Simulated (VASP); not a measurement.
# AlN in VASP: a series of runs

Runs on AlN. Level: LDA. Tasks: single point.

All numbers are computed with VASP 6.6.1; they aren't measurements. Logs are shortened: lines on timing, memory, paths and dates and some standing lists are left out, and cuts for length are marked.

## Step 1: The cell of the first run

The structure is tetragonal, space group I4/mmm (No. 139). Conventional cell: a = 2.797 Å, b = 2.797 Å, c = 3.916 Å, α = 90.00°, β = 90.00°, γ = 90.00°. Within 2.6 Å of Al (site symmetry 4/mmm) lie 6 N at 1.96 to 1.98 Å. Within 2.6 Å of N (site symmetry 4/mmm) lie 6 Al at 1.96 to 1.98 Å.

## Step 2: Single point, LDA (zz strain of -1 %)

File INCAR:

```
PREC = Accurate
ENCUT = 520
EDIFF = 1E-6
ISMEAR = -1
SIGMA = 0.02
LREAL = False
LASPH = True
NELM = 100
ALGO = Normal
ISIF = 2
LWAVE = False
LCHARG = False
GGA = CA
NBANDS = 11
```

File KPOINTS:

```
Automatic mesh
0
Gamma
  10 10 10
```

File POSCAR:

```
AlN
1.0
    0.0000000000      1.9780000000      1.9582200000
    1.9780000000      0.0000000000      1.9582200000
    1.9780000000      1.9780000000      0.0000000000
Al N
1 1
Direct
    0.0000000000      0.0000000000      0.0000000000
    0.5000000000      0.5000000000      0.5000000000
```

Potentials or basis: VASP PAW LDA potentials, release 64 (Al, N).

Started as:

```bash
$ cat potpaw_LDA.64/Al/POTCAR potpaw_LDA.64/N/POTCAR > POTCAR
$ mpirun -np 1 vasp_std > vasp.out
```

OUTCAR:

```text
PREC = Accurate
   ENCUT = 520
   EDIFF = 1E-6
   ISMEAR = -1
   LREAL = False
   LASPH = True
   NELM = 100
   ISIF = 2
   GGA = CA

 ion  position               nearest neighbor table
   1  0.000  0.000  0.000-   2 1.96   2 1.96   2 1.98   2 1.98   2 1.98   2 1.98
   2  0.500  0.500  0.500-   1 1.96   1 1.96   1 1.98   1 1.98   1 1.98   1 1.98

  LATTYP: Found a body centered tetragonal cell.
 ALAT       =     2.7973144264
 C/A-ratio  =     1.4000714267

  Lattice vectors:

 A1 = (   0.0000000000,  -1.9780000000,  -1.9582200000)
 A2 = (   0.0000000000,   1.9780000000,  -1.9582200000)
 A3 = (   1.9780000000,   0.0000000000,   1.9582200000)

Analysis of symmetry for initial positions (statically):
=====================================================================
 Subroutine PRICEL returns:
 Original cell was already a primitive cell.

 Routine SETGRP: Setting up the symmetry group for a
 body centered tetragonal supercell.

 Subroutine GETGRP returns: Found 16 space group operations
 (whereof 16 operations were pure point group operations)
 out of a pool of 16 trial point group operations.

The static configuration has the point symmetry D_4h.

Analysis of symmetry for dynamics (positions and initial velocities):
=====================================================================
 Subroutine PRICEL returns:
 Original cell was already a primitive cell.

 Routine SETGRP: Setting up the symmetry group for a
 body centered tetragonal supercell.

 Subroutine GETGRP returns: Found 16 space group operations
 (whereof 16 operations were pure point group operations)
 out of a pool of 16 trial point group operations.

The dynamic configuration has the point symmetry D_4h.

 Subroutine INISYM returns: Found 16 space group operations
 (whereof 16 operations are pure point group operations),
 and found     1 'primitive' translations

----------------------------------------------------------------------------------------

                                     Primitive cell

  volume of cell :      15.3230

  direct lattice vectors                    reciprocal lattice vectors
     0.000000000  1.978000000  1.958220000    -0.252780586  0.252780586  0.255333926
     1.978000000  0.000000000  1.958220000     0.252780586 -0.252780586  0.255333926
     1.978000000  1.978000000  0.000000000     0.252780586  0.252780586 -0.255333926

  length of vectors
     2.783362996  2.783362996  2.797314426     0.439307937  0.439307937  0.439307937

  position of ions in fractional coordinates (direct lattice)
     0.000000000  0.000000000  0.000000000
     0.500000000  0.500000000  0.500000000

  ion indices of the primitive-cell ions
   primitive index   ion index
                 1           1
                 2           2

----------------------------------------------------------------------------------------

 KPOINTS: Automatic mesh

Automatic generation of k-mesh.
 Grid dimensions read from file:
 generate k-points for:   10   10   10

 Generating k-lattice:

  Cartesian coordinates                     Fractional coordinates (reciprocal lattice)
    -0.025278059  0.025278059  0.025533393     0.100000000  0.000000000  0.000000000
     0.025278059 -0.025278059  0.025533393     0.000000000  0.100000000  0.000000000
     0.025278059  0.025278059 -0.025533393    -0.000000000 -0.000000000  0.100000000

  Length of vectors
     0.043930794  0.043930794  0.043930794

  Shift w.r.t. Gamma in fractional coordinates (k-lattice)
     0.000000000  0.000000000  0.000000000

 Subroutine IBZKPT returns following result:
 ===========================================

 Found    102 irreducible k-points:

 Following reciprocal coordinates:
            Coordinates               Weight
  0.000000  0.000000  0.000000      1.000000
  0.100000  0.000000  0.000000      8.000000
  0.200000  0.000000  0.000000      8.000000
  0.300000  0.000000  0.000000      8.000000
  0.400000  0.000000  0.000000      8.000000
  0.500000  0.000000  0.000000      4.000000
[... 16 lines left out ...]
  0.300000  0.300000  0.000000      2.000000
  0.400000  0.300000  0.000000      8.000000
 [... further k-points ...]
   k-points           NKPTS =    102   k-points in BZ     NKDIM =    102   number of bands    NBANDS=     11
   number of dos      NEDOS =    301   number of ions     NIONS =      2
   total plane-waves  NPLWV =  13824
   dimension x,y,z NGX =    24 NGY =   24 NGZ =   24
   dimension x,y,z NGXF=    48 NGYF=   48 NGZF=   48
   ions per type =               1   1
   NGX,Y,Z   is equivalent  to a cutoff of  14.33, 14.33, 14.26 a.u.
   NGXF,Y,Z  is equivalent  to a cutoff of  28.67, 28.67, 28.53 a.u.
 SYSTEM =  unknown system
   PREC   = accura    normal or accurate (medium, high low for compatibility)
   ISTART =      0    job   : 0-new  1-cont  2-samecut
   ICHARG =      2    charge: 1-file 2-atom 10-const
   ISPIN  =      1    spin polarized calculation?
   LNONCOLLINEAR =      F non collinear calculations
   LSORBIT =      F    spin-orbit coupling
   LASPH  =      T    aspherical Exc in radial PAW
   ENCUT  =  520.0 eV  38.22 Ry    6.18 a.u.   5.18  5.18  5.20*2*pi/ulx,y,z
   NELM   =    100;   NELMIN=  2; NELMDL= -5     # of ELM steps
   EDIFF  = 0.1E-05   stopping-criterion for ELM
   LREAL  =      F    real-space projection
   EDIFFG = 0.1E-04   stopping-criterion for IOM
   NSW    =      0    number of steps for IOM
   IBRION =     -1    ionic relax: 0-MD 1-quasi-New 2-CG
   NFREE  =      0    steps in history (QN), initial steepest desc. (CG)
   ISIF   =      2    stress and relaxation
   ISYM   =      2    0-nonsym 1-usesym 2-fastsym
   POTIM  = 0.5000    time-step for ionic-motion
   TEBEG  =    0.0;   TEEND  =   0.0 temperature during run
   PSTRESS=    0.0 pullay stress
   NELECT =       8.0000    total number of electrons
   NUPDOWN=      -1.0000    fix difference up-down
   EMIN   =  10.00;   EMAX   =-10.00  energy-range for DOS
   EFERMI =   0.00;   METHOD = LEGACY
   ISMEAR =    -1;   SIGMA  =   0.02  broadening in eV -4-tet -1-fermi 0-gaus
   EFERMI_NEDOS =   21; number of points for ismear=-14 and -15
   IALGO  =     38    algorithm
   IMIX   =      4    mixing-type and parameters
     AMIX     =   0.40;   BMIX     =  1.00
     AMIX_MAG =   1.60;   BMIX_MAG =  1.00
  volume/ion in A,a.u.               =       7.66        51.70
  Fermi-wavevector in a.u.,A,eV,Ry     =   1.318227  2.491087 23.643142  1.737722
  Thomas-Fermi vector in A             =   2.448212
   LORBIT       =      0    0 simple, 1 ext, 2 COOP (PROOUT), +10 PAW based schemes
   GGA     = CA    functional components
   LHFCALC =     F    Hartree Fock is set to
   AEXX    =    0.0000 exact exchange contribution
   IVDW    =     0    specifies the selected vdW correction
   LEPSILON=     F    determine dielectric tensor
   LRPA    =     F    only Hartree local field effects (RPA)
 non-spin polarized calculation
  energy-cutoff  :      520.00
  volume of cell :       15.32
 maximum number of plane-waves:       436
 NGX is ok and might be reduce to    24
   NGX = 11   NGY = 11   NGZ = 11

 number of electron       8.0000000 magnetization

 Free energy of the ion-electron system (eV)
  ---------------------------------------------------
  ext. energy  EPLUGINS =         0.00000000
  ---------------------------------------------------
  free energy    TOTEN  =       -16.18673600 eV

  energy without entropy =      -16.18673600  energy(sigma->0) =      -16.18673600

 E-fermi :  11.1607     XC(G=0): -12.9316

 val. band max:       10.7489540292   @ k =   0.0000   0.0000   0.0000
 cond. band min:      15.7050975374   @ k =   0.5000   0.5000   0.0000
 fundamental gap:      4.9561435082
 Fermi energy:        11.1606995569

 k-point     1 :       0.0000    0.0000    0.0000
  band No.  band energies     occupation
      1      -7.3918      2.00000
      2      10.6771      2.00000
      3      10.7490      2.00000
      4      10.7490      2.00000
      5      17.6296      0.00000
      6      22.9324      0.00000
      7      22.9324      0.00000
      8      23.0733      0.00000
      9      28.4150      0.00000
     10      28.7371      0.00000
     11      29.0903      0.00000

 k-point     2 :       0.1000    0.0000    0.0000
  band No.  band energies     occupation
      1      -7.1695      2.00000
      2       9.7085      2.00000
      3      10.5673      2.00000
      4      10.6021      2.00000
      5      18.1761      0.00000
      6      22.1052      0.00000
      7      23.2674      0.00000
      8      23.3676      0.00000
      9      27.3351      0.00000
     10      27.6223      0.00000
     11      29.7368      0.00000

 k-point     3 :       0.2000    0.0000    0.0000
  band No.  band energies     occupation
      1      -6.5203      2.00000
      2       7.4797      2.00000
      3      10.2394      2.00000
      4      10.2482      2.00000
      5      18.5108      0.00000
      6      21.8983      0.00000
      7      23.5604      0.00000
      8      23.7440      0.00000
      9      26.7463      0.00000
     10      26.8848      0.00000
     11      29.2063      0.00000

 k-point     4 :       0.3000    0.0000    0.0000
  band No.  band energies     occupation
      1      -5.5142      2.00000
      2       4.9914      2.00000
      3       9.8593      2.00000
      4       9.8781      2.00000
      5      17.9645      0.00000
      6      22.9089      0.00000
      7      23.1510      0.00000
      8      23.1758      0.00000
      9      28.2406      0.00000
     10      28.2889      0.00000
     11      28.3718      0.00000

 k-point     5 :       0.4000    0.0000    0.0000
  band No.  band energies     occupation
      1      -4.3651      2.00000
      2       2.8488      2.00000
      3       9.5750      2.00000
      4       9.6129      2.00000
      5      17.4968      0.00000
      6      22.2627      0.00000
      7      22.5144      0.00000
      8      24.4658      0.00000
      9      27.6588      0.00000
     10      30.6072      0.00000
     11      30.6310      0.00000
[... 211 lines left out ...]
 k-point    21 :      -0.3000    0.2000    0.0000
  band No.  band energies     occupation
      1      -4.1513      2.00000
      2       4.0808      2.00000
      3       6.7781      2.00000
      4       9.4230      2.00000
      5      19.3579      0.00000
      6      21.1800      0.00000
      7      22.9248      0.00000
      8      23.5409      0.00000
      9      28.0545      0.00000
     10      30.5688      0.00000
     11      32.6407      0.00000

 k-point    22 :      -0.2000    0.2000    0.0000
  band No.  band energies     occupation
      1      -5.2023      2.00000
      2       5.6778      2.00000
      3       7.4937      2.00000
      4       9.9140      2.00000
      5      20.0937      0.00000
      6      20.9974      0.00000
      7      22.3099      0.00000
      8      23.7546      0.00000
      9      25.9273      0.00000
     10      30.4010      0.00000
     11      32.4436      0.00000

 k-point    23 :       0.3000    0.3000    0.0000
  band No.  band energies     occupation
      1      -4.8903      2.00000
      2       5.7433      2.00000
      3       8.4966      2.00000
      4       8.4966      2.00000
      5      17.2016      0.00000
      6      18.2775      0.00000
      7      23.3735      0.00000
      8      26.9982      0.00000
      9      26.9982      0.00000
     10      31.6939      0.00000
     11      35.6937      0.00000

 k-point    24 :       0.4000    0.3000    0.0000
  band No.  band energies     occupation
      1      -4.0303      2.00000
      2       4.5951      2.00000
      3       7.6733      2.00000
      4       8.2120      2.00000
      5      17.0080      0.00000
      6      17.9178      0.00000
      7      23.7789      0.00000
      8      26.9829      0.00000
      9      27.8582      0.00000
     10      33.1439      0.00000
     11      36.3871      0.00000

 [... further k-points ...]
[... 5 lines left out ...]
  --------------------------------------------------------------------------------------
  -------------------------------------------------------------------------------------
  Total        1.4556019      1.4556019      1.8675621      0.0000000     -0.0000000     -0.0000000
  in kB      152.1980721    152.1980721    195.2727229      0.0000000     -0.0000000     -0.0000000
  external PRESSURE =     166.5562890 kB  Pullay stress =       0.0000000 kB

 VOLUME and BASIS-vectors are now :
 -----------------------------------------------------------------------------
  energy-cutoff  :      520.00
  volume of cell :       15.32
      direct lattice vectors                 reciprocal lattice vectors
     0.000000000  1.978000000  1.958220000    -0.252780586  0.252780586  0.255333926
     1.978000000  0.000000000  1.958220000     0.252780586 -0.252780586  0.255333926
     1.978000000  1.978000000  0.000000000     0.252780586  0.252780586 -0.255333926

 POSITION                                       TOTAL-FORCE (eV/Angst)
 -----------------------------------------------------------------------------------
      0.00000      0.00000      0.00000        -0.000000      0.000000     -0.000000
      1.97800      1.97800      1.95822         0.000000     -0.000000      0.000000
 -----------------------------------------------------------------------------------
    total drift:                               -0.000000     -0.000000      0.000000

  FREE ENERGIE OF THE ION-ELECTRON SYSTEM (eV)
  ---------------------------------------------------
  free  energy   TOTEN  =       -16.1867360020 eV

  energy  without entropy=      -16.1867360020  energy(sigma->0) =      -16.18673600
```

Wall time 4.7 s (1 thread of Intel Xeon 6975P-C (Granite Rapids), shared host); peak memory 0.13 GiB.

Results:

```
Free energy            : -16.1867 eV
Pressure               : 16.7 GPa
Band gap on the k mesh : 4.96 eV, indirect (least direct gap 6.88 eV)
```

Caveat: the cell differs from its parent crystal (zz strain of -1 %). A k mesh can miss the band edges.

## Step 3: Single point, LDA (volume scaled by 0.95)

File INCAR:

```
SYSTEM = AlN
  PREC = Accurate
  ENCUT = 520
  EDIFF = 1E-6
  ISMEAR = -1
  SIGMA = 0.02
  LREAL = .FALSE.
  LASPH = .TRUE.
  NELM = 80
  ALGO = Normal
  ISIF = 2
  LWAVE = .FALSE.
  LCHARG = .FALSE.
  NBANDS = 11
```

File KPOINTS:

```
Automatic mesh
0
G
  10 10 10
  0 0 0
```

File POSCAR:

```
AlN
1.0
    0.0000000000      1.9444680984      1.9444680984
    1.9444680984      0.0000000000      1.9444680984
    1.9444680984      1.9444680984      0.0000000000
Al N
1 1
Direct
    0.0000000000      0.0000000000      0.0000000000
    0.5000000000      0.5000000000      0.5000000000
```

Potentials or basis: VASP PAW LDA potentials, release 64 (Al, N).

Started as:

```bash
$ cat potpaw_LDA.64/Al/POTCAR potpaw_LDA.64/N/POTCAR > POTCAR
$ mpirun -np 1 vasp_std > vasp.out
```

Wall time 9.9 s (1 thread of Intel Xeon 8259CL, shared host); peak memory 0.11 GiB.

The run converged. Its results:

| Item | Value |
| --- | --- |
| Free energy | -16.0950 eV |
| Pressure | 31.8 GPa |
| Band gap on the k mesh | 4.96 eV, indirect (least direct gap 7.56 eV) |

Levels at points of the mesh, in eV from the valence-band top:
```tsv
k point	band 2	band 3	band 4	band 5	band 6	band 7
(0.00, 0.00, 0.00)	0.00	0.00	0.00	7.56	12.38	12.38
(0.50, 0.00, 0.00)	-9.13	-1.32	-1.32	6.89	11.77	11.77
(0.50, 0.50, 0.00)	-8.23	-3.13	-3.13	4.96	5.64	15.36
```

 A k mesh can miss the band edges.

(Continued in part 2 of 2.)
